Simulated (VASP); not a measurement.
# NbTe (P-6m2) in VASP: further runs

Aim: see how the results for NbTe move with the level of theory and the settings. Levels: PBEsol+D3(BJ), PBEsol, PBEsol+D4. Tasks: single point.

Everything below comes from runs of VASP 6.6.1. Logs are shortened: lines on timing, memory, paths and dates and some standing lists are left out, and cuts for length are marked.

### Step 1. The cell of the first run

The structure is hexagonal, space group P-6m2 (No. 187). The conventional cell has a = 3.579 Å, b = 3.579 Å, c = 3.658 Å, α = 90.00°, β = 90.00°, γ = 120.00°. Within 3.6 Å of Te (site symmetry -6m2) lie 6 Nb at 2.76 Å and 6 Te at 3.58 Å. Within 3.6 Å of Nb (site symmetry -6m2) lie 6 Te at 2.76 Å and 6 Nb at 3.58 Å.

### Step 2. Single point, PBEsol+D3(BJ)

INCAR

```
ALGO     = Normal         # electronic algorithm
EDIFF    = 1E-6           # SCF threshold, eV
ENCUT    = 520            # plane-wave cutoff, eV
GGA      = PS             # functional
ISIF     = 2              # what is computed and relaxed
ISMEAR   = -1             # smearing method
IVDW     = 12             # dispersion correction
LASPH    = T              # aspherical terms in the spheres
LCHARG   = F              # write CHGCAR
LREAL    = F              # projectors in reciprocal space
LWAVE    = F              # write WAVECAR
NBANDS   = 16             # bands
NELM     = 100            # most SCF steps
PREC     = Accurate       # precision mode
SIGMA    = 0.05           # smearing width, eV
```

KPOINTS

```
k-points
0
Gamma
  8 8 7
```

POSCAR

```
NbTe
1.0
    3.5788039441      0.0000000000      0.0000000000
   -1.7894019720      3.0993351307      0.0000000000
    0.0000000000      0.0000000000      3.6575827848
Te Nb
1 1
Direct
    0.6666666667      0.3333333333      0.0000000000
    0.0000000000      0.0000000000      0.5000000000
```

Potentials or basis: VASP PAW PBE potentials, release 64 (Te, Nb_sv).

Launch:

```bash
$ cat potpaw_PBE.64/Te/POTCAR potpaw_PBE.64/Nb_sv/POTCAR > POTCAR
$ mpirun -np 1 vasp_std > vasp.out
```

OUTCAR:

```text
EDIFF = 1E-6
   ENCUT = 520
   GGA = PS
   ISIF = 2
   ISMEAR = -1
   IVDW = 12
   LASPH = T
   LREAL = F
   NELM = 100
   PREC = Accurate
 IVDW          = 12

 ion  position               nearest neighbor table
   1  0.667  0.333  0.000-   2 2.76   2 2.76   2 2.76   2 2.76   2 2.76   2 2.76
   2  0.000  0.000  0.500-   1 2.76   1 2.76   1 2.76   1 2.76   1 2.76   1 2.76

  LATTYP: Found a hexagonal cell.
 ALAT       =     3.5788039441
 C/A-ratio  =     1.0220126170

  Lattice vectors:

 A1 = (   3.5788039441,   0.0000000000,   0.0000000000)
 A2 = (  -1.7894019720,   3.0993351307,   0.0000000000)
 A3 = (   0.0000000000,   0.0000000000,   3.6575827848)

Analysis of symmetry for initial positions (statically):
=====================================================================
 Subroutine PRICEL returns:
 Original cell was already a primitive cell.

 Routine SETGRP: Setting up the symmetry group for a
 hexagonal supercell.

 Subroutine GETGRP returns: Found 12 space group operations
 (whereof 12 operations were pure point group operations)
 out of a pool of 24 trial point group operations.

The static configuration has the point symmetry D_3h.

Analysis of symmetry for dynamics (positions and initial velocities):
=====================================================================
 Subroutine PRICEL returns:
 Original cell was already a primitive cell.

 Routine SETGRP: Setting up the symmetry group for a
 hexagonal supercell.

 Subroutine GETGRP returns: Found 12 space group operations
 (whereof 12 operations were pure point group operations)
 out of a pool of 24 trial point group operations.

The dynamic configuration has the point symmetry D_3h.

 Subroutine INISYM returns: Found 12 space group operations
 (whereof 12 operations are pure point group operations),
 and found     1 'primitive' translations

----------------------------------------------------------------------------------------

                                     Primitive cell

  volume of cell :      40.5696

  direct lattice vectors                    reciprocal lattice vectors
     3.578803944  0.000000000  0.000000000     0.279422962  0.161324923  0.000000000
    -1.789401972  3.099335131  0.000000000     0.000000000  0.322649845  0.000000000
     0.000000000  0.000000000  3.657582785     0.000000000  0.000000000  0.273404611

  length of vectors
     3.578803944  3.578803944  3.657582785     0.322649845  0.322649845  0.273404611

  position of ions in fractional coordinates (direct lattice)
     0.666666667  0.333333333  0.000000000
     0.000000000  0.000000000  0.500000000

  ion indices of the primitive-cell ions
   primitive index   ion index
                 1           1
                 2           2

----------------------------------------------------------------------------------------

 KPOINTS: k-points

Automatic generation of k-mesh.
 Grid dimensions read from file:
 generate k-points for:    8    8    7

 Generating k-lattice:

  Cartesian coordinates                     Fractional coordinates (reciprocal lattice)
     0.034927870  0.020165615  0.000000000     0.125000000  0.000000000  0.000000000
     0.000000000  0.040331231  0.000000000     0.000000000  0.125000000  0.000000000
     0.000000000  0.000000000  0.039057802     0.000000000  0.000000000  0.142857143

  Length of vectors
     0.040331231  0.040331231  0.039057802

  Shift w.r.t. Gamma in fractional coordinates (k-lattice)
     0.000000000  0.000000000  0.000000000

 Subroutine IBZKPT returns following result:
 ===========================================

 Found     40 irreducible k-points:

 Following reciprocal coordinates:
            Coordinates               Weight
  0.000000  0.000000  0.000000      1.000000
  0.125000 -0.000000  0.000000      6.000000
  0.250000 -0.000000  0.000000      6.000000
  0.375000  0.000000  0.000000      6.000000
  0.500000 -0.000000  0.000000      3.000000
  0.125000  0.125000  0.000000      6.000000
[... 16 lines left out ...]
  0.250000 -0.000000  0.285714     12.000000
  0.375000  0.000000  0.285714     12.000000
 [... further k-points ...]
   k-points           NKPTS =     40   k-points in BZ     NKDIM =     40   number of bands    NBANDS=     16
   number of dos      NEDOS =    301   number of ions     NIONS =      2
   total plane-waves  NPLWV =  21952
   dimension x,y,z NGX =    28 NGY =   28 NGZ =   28
   dimension x,y,z NGXF=    56 NGYF=   56 NGZF=   56
   ions per type =               1   1
   NGX,Y,Z   is equivalent  to a cutoff of  13.01, 13.01, 12.73 a.u.
   NGXF,Y,Z  is equivalent  to a cutoff of  26.01, 26.01, 25.45 a.u.
 SYSTEM =  unknown system
   PREC   = accura    normal or accurate (medium, high low for compatibility)
   ISTART =      0    job   : 0-new  1-cont  2-samecut
   ICHARG =      2    charge: 1-file 2-atom 10-const
   ISPIN  =      1    spin polarized calculation?
   LNONCOLLINEAR =      F non collinear calculations
   LSORBIT =      F    spin-orbit coupling
   LASPH  =      T    aspherical Exc in radial PAW
   ENCUT  =  520.0 eV  38.22 Ry    6.18 a.u.   6.65  6.65  6.80*2*pi/ulx,y,z
   NELM   =    100;   NELMIN=  2; NELMDL= -5     # of ELM steps
   EDIFF  = 0.1E-05   stopping-criterion for ELM
   LREAL  =      F    real-space projection
   EDIFFG = 0.1E-04   stopping-criterion for IOM
   NSW    =      0    number of steps for IOM
   IBRION =     -1    ionic relax: 0-MD 1-quasi-New 2-CG
   NFREE  =      0    steps in history (QN), initial steepest desc. (CG)
   ISIF   =      2    stress and relaxation
   ISYM   =      2    0-nonsym 1-usesym 2-fastsym
   POTIM  = 0.5000    time-step for ionic-motion
   TEBEG  =    0.0;   TEEND  =   0.0 temperature during run
   PSTRESS=    0.0 pullay stress
   NELECT =      19.0000    total number of electrons
   NUPDOWN=      -1.0000    fix difference up-down
   EMIN   =  10.00;   EMAX   =-10.00  energy-range for DOS
   EFERMI =   0.00;   METHOD = LEGACY
   ISMEAR =    -1;   SIGMA  =   0.05  broadening in eV -4-tet -1-fermi 0-gaus
   EFERMI_NEDOS =   21; number of points for ismear=-14 and -15
   IALGO  =     38    algorithm
   IMIX   =      4    mixing-type and parameters
     AMIX     =   0.40;   BMIX     =  1.00
     AMIX_MAG =   1.60;   BMIX_MAG =  1.00
  volume/ion in A,a.u.               =      20.28       136.89
  Fermi-wavevector in a.u.,A,eV,Ry     =   1.271333  2.402470 21.990912  1.616286
  Thomas-Fermi vector in A             =   2.404271
   LORBIT       =      0    0 simple, 1 ext, 2 COOP (PROOUT), +10 PAW based schemes
   GGA     = PS    functional components
   LHFCALC =     F    Hartree Fock is set to
   AEXX    =    0.0000 exact exchange contribution
   IVDW    =    12    specifies the selected vdW correction
   LEPSILON=     F    determine dielectric tensor
   LRPA    =     F    only Hartree local field effects (RPA)
 non-spin polarized calculation
  energy-cutoff  :      520.00
  volume of cell :       40.57
 maximum number of plane-waves:      1112
 NGX is ok and might be reduce to    28
   NGX = 13   NGY = 13   NGZ = 13

 number of electron      19.0000002 magnetization

 Free energy of the ion-electron system (eV)
  ---------------------------------------------------
  ext. energy  EPLUGINS =         0.00000000
  ---------------------------------------------------
  free energy    TOTEN  =       -14.88596762 eV

  energy without entropy =      -14.87732947  energy(sigma->0) =      -14.88164855

 E-fermi :  12.0649     XC(G=0): -11.7772

 val. band max:       12.0150490533   @ k =   0.1250  -0.0000   0.2857
 cond. band min:      12.1332571223   @ k =   0.1250  -0.0000   0.0000
 fundamental gap:      0.1182080691
 Fermi energy:        12.0648891627

 k-point     1 :       0.0000    0.0000    0.0000
  band No.  band energies     occupation
      1     -43.3326      2.00000
      2     -19.6099      2.00000
      3     -19.3580      2.00000
      4     -19.3580      2.00000
      5      -2.7202      2.00000
      6       8.6568      2.00000
[... 8 lines left out ...]
     15      18.0418      0.00000
     16      19.4297      0.00000

 k-point     2 :       0.1250   -0.0000    0.0000
  band No.  band energies     occupation
      1     -43.3305      2.00000
      2     -19.6046      2.00000
      3     -19.3879      2.00000
      4     -19.3649      2.00000
      5      -2.5006      2.00000
      6       7.9605      2.00000
[... 8 lines left out ...]
     15      18.0006      0.00000
     16      20.2872      0.00000

 k-point     3 :       0.2500   -0.0000    0.0000
  band No.  band energies     occupation
      1     -43.3252      2.00000
      2     -19.5921      2.00000
      3     -19.4593      2.00000
      4     -19.3816      2.00000
      5      -1.8976      2.00000
      6       6.4765      2.00000
[... 8 lines left out ...]
     15      19.3310      0.00000
     16      21.0079      0.00000

 k-point     4 :       0.3750    0.0000    0.0000
  band No.  band energies     occupation
      1     -43.3200      2.00000
      2     -19.5795      2.00000
      3     -19.5296      2.00000
      4     -19.3983      2.00000
      5      -1.1243      2.00000
      6       5.0270      2.00000
[... 8 lines left out ...]
     15      18.7599      0.00000
     16      21.0069      0.00000
[... 324 lines left out ...]
 k-point    22 :       0.1250   -0.0000    0.2857
  band No.  band energies     occupation
      1     -43.3265      2.00000
      2     -19.6915      2.00000
      3     -19.3790      2.00000
      4     -19.3570      2.00000
      5      -1.7603      2.00000
      6       5.7077      2.00000
[... 8 lines left out ...]
     15      18.9061      0.00000
     16      20.5361      0.00000

 k-point    23 :       0.2500   -0.0000    0.2857
  band No.  band energies     occupation
      1     -43.3213      2.00000
      2     -19.6739      2.00000
      3     -19.4466      2.00000
      4     -19.3722      2.00000
      5      -1.3288      2.00000
      6       5.9651      2.00000
[... 8 lines left out ...]
     15      19.4152      0.00000
     16      21.0504      0.00000

 k-point    24 :       0.3750    0.0000    0.2857
  band No.  band energies     occupation
      1     -43.3160      2.00000
      2     -19.6561      2.00000
      3     -19.5133      2.00000
      4     -19.3873      2.00000
      5      -0.8001      2.00000
      6       5.3919      2.00000
[... 8 lines left out ...]
     15      18.6463      0.00000
     16      21.2838      0.00000

 [... further k-points ...]

------------------------ aborting loop because EDIFF is reached ----------------------------------------

 Edisp (eV)   -1.35599

 E8    (eV) :    -0.9427

  FORCE on cell =-STRESS in cart. coord.  units (eV):
  Direction    XX          YY          ZZ          XY          YZ          ZX
  --------------------------------------------------------------------------------------
  -------------------------------------------------------------------------------------
  Total      -0.25010    -0.25010    -0.25924    -0.00000     0.00000     0.00000
  in kB      -9.87709    -9.87709   -10.23790    -0.00000     0.00000     0.00000
  external pressure =      -10.00 kB  Pullay stress =        0.00 kB

 VOLUME and BASIS-vectors are now :
 -----------------------------------------------------------------------------
  energy-cutoff  :      520.00
  volume of cell :       40.57
      direct lattice vectors                 reciprocal lattice vectors
     3.578803944  0.000000000  0.000000000     0.279422962  0.161324923  0.000000000
    -1.789401972  3.099335131  0.000000000     0.000000000  0.322649845  0.000000000
     0.000000000  0.000000000  3.657582785     0.000000000  0.000000000  0.273404611

 POSITION                                       TOTAL-FORCE (eV/Angst)
 -----------------------------------------------------------------------------------
      1.78940      1.03311      0.00000        -0.000000      0.000000      0.000000
      0.00000      0.00000      1.82879         0.000000      0.000000      0.000000
 -----------------------------------------------------------------------------------
    total drift:                               -0.000000      0.000000     -0.000000

  FREE ENERGIE OF THE ION-ELECTRON SYSTEM (eV)
  ---------------------------------------------------
  free  energy   TOTEN  =       -16.2419593110 eV

  energy  without entropy=      -16.2333211616  energy(sigma->0) =      -16.23764024
```

Run time: 9.9 s. Hardware: 1 thread of Intel Xeon 6975P-C (Granite Rapids), shared host; peak memory 0.18 GiB.

Results:

```
Free energy                : -16.2420 eV
Pressure                   : -1.0 GPa
Dispersion energy per atom : -0.678 eV
```

Caveat: three body term missing; the PAW data sets were made with another functional, which shifts forces and pressure a little; spin-orbit coupling is left out, which moves the levels of the heavy elements; pairwise dispersion overbinds metals, which lowers pressure and volume.

### Step 3. Single point, PBEsol

This run uses another cell than the first one, of 20.96 Å³/atom, 1.033 times its volume.

Edit INCAR of step 2 so:

```diff
@@ -6,3 +6,2 @@
 ISMEAR   = -1             # smearing method
-IVDW     = 12             # dispersion correction
 LASPH    = T              # aspherical terms in the spheres
```

KPOINTS is that of step 2.

POSCAR

```
NbTe
1.0
    3.6298762466      0.0000000000      0.0000000000
   -1.8149381233      3.1435650422      0.0000000000
    0.0000000000      0.0000000000      3.6739123344
Te Nb
1 1
Direct
    0.6666666667      0.3333333333      0.0000000000
    0.0000000000      0.0000000000      0.5000000000
```

Potentials or basis: VASP PAW PBE potentials, release 64 (Te, Nb_sv).

Launch:

```bash
$ cat potpaw_PBE.64/Te/POTCAR potpaw_PBE.64/Nb_sv/POTCAR > POTCAR
$ mpirun -np 1 vasp_std > vasp.out
```

OUTCAR:

```text
EDIFF = 1E-6
   ENCUT = 520
   GGA = PS
   ISIF = 2
   ISMEAR = -1
   LASPH = T
   LREAL = F
   NELM = 100
   PREC = Accurate

 ion  position               nearest neighbor table
   1  0.667  0.333  0.000-   2 2.79   2 2.79   2 2.79   2 2.79   2 2.79   2 2.79
   2  0.000  0.000  0.500-   1 2.79   1 2.79   1 2.79   1 2.79   1 2.79   1 2.79

  LATTYP: Found a hexagonal cell.
 ALAT       =     3.6298762466
 C/A-ratio  =     1.0121315673

  Lattice vectors:

 A1 = (   3.6298762466,   0.0000000000,   0.0000000000)
 A2 = (  -1.8149381233,   3.1435650422,   0.0000000000)
 A3 = (   0.0000000000,   0.0000000000,   3.6739123344)

Analysis of symmetry for initial positions (statically):
=====================================================================
 Subroutine PRICEL returns:
 Original cell was already a primitive cell.

 Routine SETGRP: Setting up the symmetry group for a
 hexagonal supercell.

 Subroutine GETGRP returns: Found 12 space group operations
[... 156 lines left out ...]

 Free energy of the ion-electron system (eV)
  ---------------------------------------------------
  ext. energy  EPLUGINS =         0.00000000
  ---------------------------------------------------
  free energy    TOTEN  =       -14.90431200 eV

  energy without entropy =      -14.89452669  energy(sigma->0) =      -14.89941935

 E-fermi :  11.5659     XC(G=0): -11.6150

 val. band max:       11.5389513811   @ k =   0.1250   0.0000   0.2857
 cond. band min:      11.6291748571   @ k =   0.2500   0.1250   0.2857
 fundamental gap:      0.0902234761
 Fermi energy:        11.5658685221

 k-point     1 :       0.0000    0.0000    0.0000
  band No.  band energies     occupation
      1     -43.8761      2.00000
      2     -20.1263      2.00000
      3     -19.9014      2.00000
      4     -19.9014      2.00000
      5      -2.9975      2.00000
      6       8.3240      2.00000
[... 433 lines left out ...]
      3     -20.0325      2.00000
      4     -19.9258      2.00000
      5      -1.1837      2.00000
      6       5.0730      2.00000
[... 8 lines left out ...]
     15      18.0094      0.00000
     16      20.5233      0.00000

 [... further k-points ...]
[... 5 lines left out ...]
  --------------------------------------------------------------------------------------
  -------------------------------------------------------------------------------------
  Total       -0.0155620     -0.0155620     -0.0354855     -0.0000000      0.0000000     -0.0000000
  in kB       -0.5947491     -0.5947491     -1.3561850     -0.0000000      0.0000000     -0.0000000
  external PRESSURE =      -0.8485611 kB  Pullay stress =       0.0000000 kB

 VOLUME and BASIS-vectors are now :
 -----------------------------------------------------------------------------
  energy-cutoff  :      520.00
  volume of cell :       41.92
      direct lattice vectors                 reciprocal lattice vectors
     3.629876247  0.000000000  0.000000000     0.275491486  0.159055083  0.000000000
    -1.814938123  3.143565042  0.000000000     0.000000000  0.318110167  0.000000000
     0.000000000  0.000000000  3.673912334     0.000000000  0.000000000  0.272189402

 POSITION                                       TOTAL-FORCE (eV/Angst)
 -----------------------------------------------------------------------------------
      1.81494      1.04786      0.00000         0.000000     -0.000000      0.000000
      0.00000      0.00000      1.83696        -0.000000      0.000000      0.000000
 -----------------------------------------------------------------------------------
    total drift:                               -0.000000      0.000000      0.000000

  FREE ENERGIE OF THE ION-ELECTRON SYSTEM (eV)
  ---------------------------------------------------
  free  energy   TOTEN  =       -14.9043120038 eV

  energy  without entropy=      -14.8945266942  energy(sigma->0) =      -14.89941935
```

OSZICAR:

```text
N       E                     dE             d eps       ncg     rms          rms(c)
DAV:   1     0.151491886795E+03    0.15149E+03   -0.95119E+03  1280   0.109E+03
DAV:   2    -0.530791178697E+01   -0.15680E+03   -0.15299E+03  1680   0.371E+02
DAV:   3    -0.151571249380E+02   -0.98492E+01   -0.97578E+01  2376   0.695E+01
DAV:   4    -0.153595182155E+02   -0.20239E+00   -0.20224E+00  1544   0.976E+00
DAV:   5    -0.153668050935E+02   -0.72869E-02   -0.72857E-02  2104   0.183E+00    0.761E+00
DAV:   6    -0.149428113379E+02    0.42399E+00   -0.13082E+00  1992   0.987E+00    0.328E+00
DAV:   7    -0.149133880859E+02    0.29423E-01   -0.72680E-02  1616   0.194E+00    0.168E+00
DAV:   8    -0.149043872145E+02    0.90009E-02   -0.21527E-02  1848   0.985E-01    0.216E-01
DAV:   9    -0.149043130992E+02    0.74115E-04   -0.18545E-03  1600   0.336E-01    0.123E-01
DAV:  10    -0.149043145133E+02   -0.14141E-05   -0.25525E-04  1992   0.166E-01    0.254E-02
DAV:  11    -0.149043123223E+02    0.21910E-05   -0.14700E-05  1832   0.384E-02    0.138E-02
DAV:  12    -0.149043120038E+02    0.31853E-06   -0.76351E-07  1192   0.946E-03
   1 F= -.14904312E+02 E0= -.14899419E+02  d E =-.978531E-02
```

Run time: 9.9 s. Hardware: 1 thread of Intel Xeon 6975P-C (Granite Rapids), shared host; peak memory 0.16 GiB.

Results:

```yaml
Free_energy: -14.9043 eV
Pressure: -0.1 GPa
```

Stress tensor (GPa, compression positive):
```
-0.06  0.00  0.00
 0.00 -0.06  0.00
 0.00  0.00 -0.14
```

Caveat: the PAW data sets were made with another functional, which shifts forces and pressure a little; spin-orbit coupling is left out, which moves the levels of the heavy elements.

(Part 1 of 2 ends here.)
